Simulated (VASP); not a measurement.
# Ru (Fm-3m) in VASP: notebook

Ru is run at these levels: PBE; tasks: relaxation of cell and atoms.

All numbers are computed with VASP 6.6.1; they aren't measurements. Logs are shortened: lines on timing, memory, paths and dates and some standing lists are left out, and cuts for length are marked.

### 1 The cell of the first run

Symmetry: Fm-3m, No. 225, cubic system. The conventional cell has a = 3.664 Å, b = 3.664 Å, c = 3.664 Å, α = 90.00°, β = 90.00°, γ = 90.00°. Ru (site symmetry m-3m) has 12 Ru at 2.59 Å within 3.4 Å.

### 2 Relaxation of cell and atoms, PBE, target pressure 48 GPa, at which the enthalpy is minimised

Input file INCAR:

```
SYSTEM = Ru
PREC = Accurate
ENCUT = 600
EDIFF = 1E-7
ISMEAR = -1
SIGMA = 0.1
LREAL = .False.
LASPH = .True.
NELM = 60
ALGO = Normal
ISIF = 3
LWAVE = .False.
LCHARG = .False.
GGA = PE
IBRION = 2
NSW = 60
EDIFFG = -0.005
PSTRESS = 480.0
```

Input file KPOINTS:

```
regular mesh
0
Gamma
  18 18 18
  0 0 0
```

Input file POSCAR:

```
Ru
1.0
    0.0000000000      1.8318115013      1.8318115013
    1.8318115013      0.0000000000      1.8318115013
    1.8318115013      1.8318115013      0.0000000000
Ru
1
Direct
    0.0000000000      0.0000000000      0.0000000000
```

Potentials or basis: VASP PAW PBE potentials, release 64 (Ru_pv).

Launch:

```console
$ cat potpaw_PBE.64/Ru_pv/POTCAR > POTCAR
$ mpirun -np 1 vasp_std > vasp.out
```

OUTCAR:

```text
SYSTEM = Ru
   PREC = Accurate
   ENCUT = 600
   EDIFF = 1E-7
   ISMEAR = -1
   LREAL = .False.
   LASPH = .True.
   NELM = 60
   ISIF = 3
   GGA = PE
   IBRION = 2
   NSW = 60
   EDIFFG = -0.005
   PSTRESS = 480.0

 ion  position               nearest neighbor table
   1  0.000  0.000  0.000-

  LATTYP: Found a face centered cubic cell.
 ALAT       =     3.6636230026

  Lattice vectors:

 A1 = (   0.0000000000,   1.8318115013,   1.8318115013)
 A2 = (   1.8318115013,   0.0000000000,   1.8318115013)
 A3 = (   1.8318115013,   1.8318115013,   0.0000000000)

Analysis of symmetry for initial positions (statically):
[... 33 lines left out ...]
                                     Primitive cell

  volume of cell :      12.2934

  direct lattice vectors                    reciprocal lattice vectors
     0.000000000  1.831811501  1.831811501    -0.272953849  0.272953849  0.272953849
     1.831811501  0.000000000  1.831811501     0.272953849 -0.272953849  0.272953849
     1.831811501  1.831811501  0.000000000     0.272953849  0.272953849 -0.272953849

  length of vectors
     2.590572669  2.590572669  2.590572669     0.472769935  0.472769935  0.472769935

  position of ions in fractional coordinates (direct lattice)
     0.000000000  0.000000000  0.000000000

  ion indices of the primitive-cell ions
   primitive index   ion index
                 1           1

----------------------------------------------------------------------------------------

 KPOINTS: regular mesh

Automatic generation of k-mesh.
 Grid dimensions read from file:
 generate k-points for:   18   18   18

 Generating k-lattice:

  Cartesian coordinates                     Fractional coordinates (reciprocal lattice)
    -0.015164103  0.015164103  0.015164103     0.055555556  0.000000000  0.000000000
     0.015164103 -0.015164103  0.015164103     0.000000000  0.055555556  0.000000000
     0.015164103  0.015164103 -0.015164103     0.000000000  0.000000000  0.055555556

  Length of vectors
     0.026264996  0.026264996  0.026264996

  Shift w.r.t. Gamma in fractional coordinates (k-lattice)
     0.000000000  0.000000000  0.000000000

 Subroutine IBZKPT returns following result:
 ===========================================

 Found    195 irreducible k-points:

 Following reciprocal coordinates:
            Coordinates               Weight
  0.000000  0.000000  0.000000      1.000000
  0.055556  0.000000  0.000000      8.000000
  0.111111  0.000000  0.000000      8.000000
  0.166667  0.000000  0.000000      8.000000
  0.222222  0.000000  0.000000      8.000000
  0.277778  0.000000  0.000000      8.000000
[... 16 lines left out ...]
 -0.277778  0.055556  0.000000     24.000000
 -0.222222  0.055556  0.000000     24.000000
 [... further k-points ...]
   k-points           NKPTS =    195   k-points in BZ     NKDIM =    195   number of bands    NBANDS=     11
   number of dos      NEDOS =    301   number of ions     NIONS =      1
   total plane-waves  NPLWV =  13824
   dimension x,y,z NGX =    24 NGY =   24 NGZ =   24
   dimension x,y,z NGXF=    48 NGYF=   48 NGZF=   48
   ions per type =               1
   NGX,Y,Z   is equivalent  to a cutoff of  15.40, 15.40, 15.40 a.u.
   NGXF,Y,Z  is equivalent  to a cutoff of  30.80, 30.80, 30.80 a.u.
 SYSTEM =  Ru
   PREC   = accura    normal or accurate (medium, high low for compatibility)
   ISTART =      0    job   : 0-new  1-cont  2-samecut
   ICHARG =      2    charge: 1-file 2-atom 10-const
   ISPIN  =      1    spin polarized calculation?
   LNONCOLLINEAR =      F non collinear calculations
   LSORBIT =      F    spin-orbit coupling
   LASPH  =      T    aspherical Exc in radial PAW
   ENCUT  =  600.0 eV  44.10 Ry    6.64 a.u.   5.17  5.17  5.17*2*pi/ulx,y,z
   NELM   =     60;   NELMIN=  2; NELMDL= -5     # of ELM steps
   EDIFF  = 0.1E-06   stopping-criterion for ELM
   LREAL  =      F    real-space projection
   EDIFFG = -.5E-02   stopping-criterion for IOM
   NSW    =     60    number of steps for IOM
   IBRION =      2    ionic relax: 0-MD 1-quasi-New 2-CG
   NFREE  =      1    steps in history (QN), initial steepest desc. (CG)
   ISIF   =      3    stress and relaxation
   ISYM   =      2    0-nonsym 1-usesym 2-fastsym
   POTIM  = 0.5000    time-step for ionic-motion
   TEBEG  =    0.0;   TEEND  =   0.0 temperature during run
   PSTRESS=  480.0 pullay stress
   NELECT =      14.0000    total number of electrons
   NUPDOWN=      -1.0000    fix difference up-down
   EMIN   =  10.00;   EMAX   =-10.00  energy-range for DOS
   EFERMI =   0.00;   METHOD = LEGACY
   ISMEAR =    -1;   SIGMA  =   0.10  broadening in eV -4-tet -1-fermi 0-gaus
   EFERMI_NEDOS =   21; number of points for ismear=-14 and -15
   IALGO  =     38    algorithm
   IMIX   =      4    mixing-type and parameters
     AMIX     =   0.40;   BMIX     =  1.00
     AMIX_MAG =   1.60;   BMIX_MAG =  1.00
  volume/ion in A,a.u.               =      12.29        82.96
  Fermi-wavevector in a.u.,A,eV,Ry     =   1.709596  3.230667 39.765981  2.922717
  Thomas-Fermi vector in A             =   2.788050
   LORBIT       =      0    0 simple, 1 ext, 2 COOP (PROOUT), +10 PAW based schemes
   GGA     = PE    functional components
   LHFCALC =     F    Hartree Fock is set to
   AEXX    =    0.0000 exact exchange contribution
   IVDW    =     0    specifies the selected vdW correction
   LEPSILON=     F    determine dielectric tensor
   LRPA    =     F    only Hartree local field effects (RPA)
 conjugate gradient relaxation of ions
 non-spin polarized calculation
  energy-cutoff  :      600.00
  volume of cell :       12.29
 maximum number of plane-waves:       424
 NGX is ok and might be reduce to    24
   NGX = 11   NGY = 11   NGZ = 11

--------------------------------------- Ionic step        1  -------------------------------------------

 number of electron      13.9999999 magnetization

 Free energy of the ion-electron system (eV)
  ---------------------------------------------------
  ext. energy  EPLUGINS =         0.00000000
  ---------------------------------------------------
  free energy    TOTEN  =        -8.93186261 eV

  energy without entropy =       -8.90326300  energy(sigma->0) =       -8.91756280

------------------------ aborting loop because EDIFF is reached ----------------------------------------

  FORCE on cell =-STRESS in cart. coord.  units (eV):
  Direction    XX          YY          ZZ          XY          YZ          ZX
  --------------------------------------------------------------------------------------
  -------------------------------------------------------------------------------------
  Total        3.6978741      3.6978741      3.6978741      0.0000000      0.0000000     -0.0000000
  in kB      481.9371090    481.9371090    481.9371090      0.0000000      0.0000000     -0.0000000
  external PRESSURE =       1.9371090 kB  Pullay stress =     480.0000000 kB

 VOLUME and BASIS-vectors are now :
 -----------------------------------------------------------------------------
  energy-cutoff  :      600.00
  volume of cell :       12.29
      direct lattice vectors                 reciprocal lattice vectors
     0.000000000  1.831811501  1.831811501    -0.272953849  0.272953849  0.272953849
     1.831811501  0.000000000  1.831811501     0.272953849 -0.272953849  0.272953849
     1.831811501  1.831811501  0.000000000     0.272953849  0.272953849 -0.272953849
[... 44 lines left out ...]
  FREE ENERGIE OF THE ION-ELECTRON SYSTEM (eV)
  ---------------------------------------------------
  free  energy   TOTEN  =        -8.9397277199 eV

  energy  without entropy=       -8.9110181816  energy(sigma->0) =       -8.92537295

  enthalpy is  TOTEN    =        -5.2487885505 eV   P V=        3.6909391694

--------------------------------------- Ionic step        3  -------------------------------------------

 number of electron      13.9999999 magnetization

 Free energy of the ion-electron system (eV)
  ---------------------------------------------------
  ext. energy  EPLUGINS =         0.00000000
  ---------------------------------------------------
  free energy    TOTEN  =        -8.93314846 eV

  energy without entropy =       -8.90453106  energy(sigma->0) =       -8.91883976

 E-fermi :  14.6223     XC(G=0): -14.7410

 val. band max:       14.6106975555   @ k =   0.1667   0.0556   0.0000
 cond. band min:      14.6820956585   @ k =   0.3333   0.2778   0.0556
 fundamental gap:      0.0713981030
 Fermi energy:        14.6222508301

 k-point     1 :       0.0000    0.0000    0.0000
  band No.  band energies     occupation
      1     -27.7855      2.00000
      2     -27.7855      2.00000
      3     -27.7855      2.00000
      4       6.1642      2.00000
      5      11.6499      2.00000
      6      11.6499      2.00000
      7      11.6499      2.00000
      8      14.5048      1.52782
      9      14.5048      1.52782
     10      25.0907      0.00000
     11      29.5753      0.00000

 k-point     2 :       0.0556    0.0000    0.0000
  band No.  band energies     occupation
      1     -27.8330      2.00000
      2     -27.7914      2.00000
      3     -27.7914      2.00000
      4       6.3115      2.00000
      5      11.5676      2.00000
      6      11.7141      2.00000
      7      11.7141      2.00000
      8      14.4598      1.67086
      9      14.4598      1.67086
     10      25.0906      0.00000
     11      29.8373      0.00000
[... 295 lines left out ...]
 k-point    24 :      -0.2222    0.0556    0.0000
  band No.  band energies     occupation
      1     -28.5094      2.00000
      2     -27.9278      2.00000
      3     -27.8621      2.00000
      4       8.1351      2.00000
      5      11.1939      2.00000
      6      12.1385      2.00000
      7      12.2118      2.00000
      8      14.1672      1.97911
      9      15.1306      0.01233
     10      25.0905      0.00000
     11      30.5298      0.00000

 [... further k-points ...]
[... 5 lines left out ...]
  --------------------------------------------------------------------------------------
  -------------------------------------------------------------------------------------
  Total        3.6851477      3.6851477      3.6851477     -0.0000000     -0.0000000      0.0000000
  in kB      480.1111859    480.1111859    480.1111859     -0.0000000     -0.0000000      0.0000000
  external PRESSURE =       0.1111859 kB  Pullay stress =     480.0000000 kB

 VOLUME and BASIS-vectors are now :
 -----------------------------------------------------------------------------
  energy-cutoff  :      600.00
  volume of cell :       12.30
      direct lattice vectors                 reciprocal lattice vectors
     0.000000000  1.832024268  1.832024268    -0.272922149  0.272922149  0.272922149
     1.832024268 -0.000000000  1.832024268     0.272922149 -0.272922149  0.272922149
     1.832024268  1.832024268  0.000000000     0.272922149  0.272922149 -0.272922149

 POSITION                                       TOTAL-FORCE (eV/Angst)
 -----------------------------------------------------------------------------------
      0.00000      0.00000      0.00000        -0.000000      0.000000      0.000000
 -----------------------------------------------------------------------------------
    total drift:                               -0.000000      0.000000      0.000000

  FREE ENERGIE OF THE ION-ELECTRON SYSTEM (eV)
  ---------------------------------------------------
  free  energy   TOTEN  =        -8.9331484571 eV

  energy  without entropy=       -8.9045310587  energy(sigma->0) =       -8.91883976

  enthalpy is  TOTEN    =        -5.2488541279 eV   P V=        3.6842943292

 reached required accuracy - stopping structural energy minimisation
```

It took 66 s on 1 thread of Intel Xeon Platinum 8259CL at 2.50GHz (Skylake/Cascade Lake), shared host; peak memory 0.16 GiB.

What came out:

| Item | Value |
| --- | --- |
| Free energy | -8.9331 eV |
| Relaxed volume | 12.30 Å³/atom |
| Relaxed cell | a = 2.591 Å, b = 2.591 Å, c = 2.591 Å, α = 60.00°, β = 60.00°, γ = 60.00° |
| Space group after relaxing (to 0.05 Å) | Fm-3m (No. 225) |
| Energy change on relaxing (the enthalpy is what falls) | -1.3 meV/atom |
| Ionic steps | 3 |
| Pressure after relaxing | 48.0 GPa |
| Band gap on the k mesh | zero (band 7 reaches 17.31 eV, above the bottom of band 8 at 13.25 eV) |

The path:
```tsv
step	energy change (eV)	largest force (eV/Å)	pressure (GPa)	volume (Å³)
1	0.0000	0.0000	48.19	12.29
2	-0.0079	0.0000	47.07	12.32
3	-0.0013	0.0000	48.01	12.30
```

Final structure:
```
Ru
1.0
     0.00000    1.83202    1.83202
     1.83202    0.00000    1.83202
     1.83202    1.83202    0.00000
Ru
1
Direct
  0.00000 0.00000 0.00000
```

Caveat: the cell is relaxed towards a set pressure, so the enthalpy falls and the energy may rise.

### 3 Relaxation of cell and atoms, PBE, target pressure 48 GPa, at which the enthalpy is minimised

Input file INCAR:

```
PREC = Accurate ; ENCUT = 600
EDIFF = 1E-6 ; ISMEAR = -1
SIGMA = 0.1 ; LREAL = F
LASPH = T ; NELM = 80
ALGO = Normal ; ISIF = 3
LWAVE = F ; LCHARG = F
GGA = PE ; IBRION = 2
NSW = 32 ; EDIFFG = -0.005
PSTRESS = 480.0
```

Input file KPOINTS:

```
regular mesh
0
Gamma
  18 18 18
```

Input file POSCAR:

```
Ru
1.0
    0.0000000000      1.8319576854      1.8319576854
    1.8319576854      0.0000000000      1.8319576854
    1.8319576854      1.8319576854      0.0000000000
Ru
1
Direct
    0.0000000000      0.0000000000      0.0000000000
```

Potentials or basis: VASP PAW PBE potentials, release 64 (Ru_pv).

Launch:

```console
$ cat potpaw_PBE.64/Ru_pv/POTCAR > POTCAR
$ mpirun -np 1 vasp_std > vasp.out
```

It took 52 s on 1 thread of Intel Xeon Platinum 8259CL at 2.50GHz (Skylake/Cascade Lake), shared host; peak memory 0.17 GiB.

The run converged. Its results:

```yaml
Free_energy: -8.9333 eV
Relaxed_volume: 12.30 Å³/atom
Relaxed_cell: a = 2.591 Å, b = 2.591 Å, c = 2.591 Å, α = 60.00°, β = 60.00°, γ = 60.00°
Space_group_after_relaxing_to_0.05_Å: Fm-3m (No. 225)
Energy_change_on_relaxing_the_enthalpy_is_what_falls: -0.6 meV/atom
Ionic_steps: 3
Pressure_after_relaxing: 48.0 GPa
Band_gap_on_the_k_mesh: zero (band 7 reaches 17.30 eV, above the bottom of band 8 at 13.25 eV)
```

The path:
```
step  energy change (eV)  largest force (eV/Å)  pressure (GPa)  volume (Å³)
   1              0.0000                0.0000           48.07        12.30
   2             -0.0029                0.0000           47.71        12.31
   3             -0.0006                0.0000           47.99        12.30
```

Final structure:
```yaml
crystal:
  lattice:
    - [0.00000, 1.83205, 1.83205]
    - [1.83205, 0.00000, 1.83205]
    - [1.83205, 1.83205, 0.00000]
  atoms:
    - { symbol: Ru, position: [0.00000, 0.00000, 0.00000] }
```

Levels at points of the mesh, in eV from the Fermi level:
```csv
k point,band 5,band 6,band 7,band 8,band 9,band 10
"(0.00, 0.00, 0.00)",-2.97,-2.97,-2.97,-0.12,-0.12,10.47
"(0.50, 0.00, 0.00)",-3.13,-3.13,1.17,2.07,2.07,10.46
"(0.50, 0.50, 0.00)",-6.80,2.03,2.68,2.68,4.09,10.47
```

Caveat: the cell is relaxed towards a set pressure, so the enthalpy falls and the energy may rise.

### 4 Relaxation of cell and atoms, PBE

This run uses another cell than the first one, of 13.77 Å³/atom, 1.120 times its volume.

Input file INCAR:

```
ALGO = Normal
EDIFF = 1E-7
EDIFFG = -0.005
ENCUT = 600
GGA = PE
IBRION = 2
ISIF = 3
ISMEAR = -1
LASPH = T
LCHARG = F
LREAL = F
LWAVE = F
NELM = 100
NSW = 60
PREC = Accurate
SIGMA = 0.1
```

Input file KPOINTS:

```
k-points
0
Gamma
  18 18 18
```

Input file POSCAR:

```
Ru
1.0
    0.0000000000      1.9023056037      1.9023056037
    1.9023056037      0.0000000000      1.9023056037
    1.9023056037      1.9023056037      0.0000000000
Ru
1
Direct
    0.0000000000      0.0000000000      0.0000000000
```

Launch:

```console
$ cat potpaw_PBE.64/Ru_pv/POTCAR > POTCAR
$ mpirun -np 1 vasp_std > vasp.out
```

Wall time 53 s (1 thread of Intel Xeon 6975P-C, shared host); peak memory 0.17 GiB.

Results (log left out):

* Free energy: -9.1406 eV
* Relaxed volume: 13.84 Å³/atom
* Relaxed cell: a = 2.695 Å, b = 2.695 Å, c = 2.695 Å, α = 60.00°, β = 60.00°, γ = 60.00°
* Space group after relaxing (to 0.05 Å): Fm-3m (No. 225)
* Energy gained by relaxing: 0.3 meV/atom
* Ionic steps: 3
* Pressure after relaxing: 0.0 GPa
* Band gap on the k mesh: zero (band 7 reaches 14.61 eV, above the bottom of band 8 at 11.27 eV)

The path:
| step | energy change (eV) | largest force (eV/Å) | pressure (GPa) | volume (Å³) |
| --- | --- | --- | --- | --- |
| 1 | 0.0000 | 0.0000 | 1.54 | 13.77 |
| 2 | 0.0023 | 0.0000 | -4.18 | 14.03 |
| 3 | -0.0003 | 0.0000 | 0.00 | 13.84 |

Final structure:
```yaml
crystal:
  lattice:
    - [0.00000, 1.90545, 1.90545]
    - [1.90545, 0.00000, 1.90545]
    - [1.90545, 1.90545, 0.00000]
  atoms:
    - { symbol: Ru, position: [0.00000, 0.00000, 0.00000] }
```

Levels at points of the mesh, in eV from the Fermi level:
```
           k point  band 3  band 4  band 5  band 6  band 7  band 8  band 9  band 10  band 11
(0.00, 0.00, 0.00)  -42.41   -7.78   -2.50   -2.50   -2.50   -0.12   -0.12    10.58    15.08
(0.50, 0.00, 0.00)  -42.55   -5.92   -2.62   -2.62    1.03    1.70    1.70     9.87    10.58
(0.50, 0.50, 0.00)  -42.78   -6.21   -5.74    1.66    2.20    2.20    3.62    10.58    13.36
```
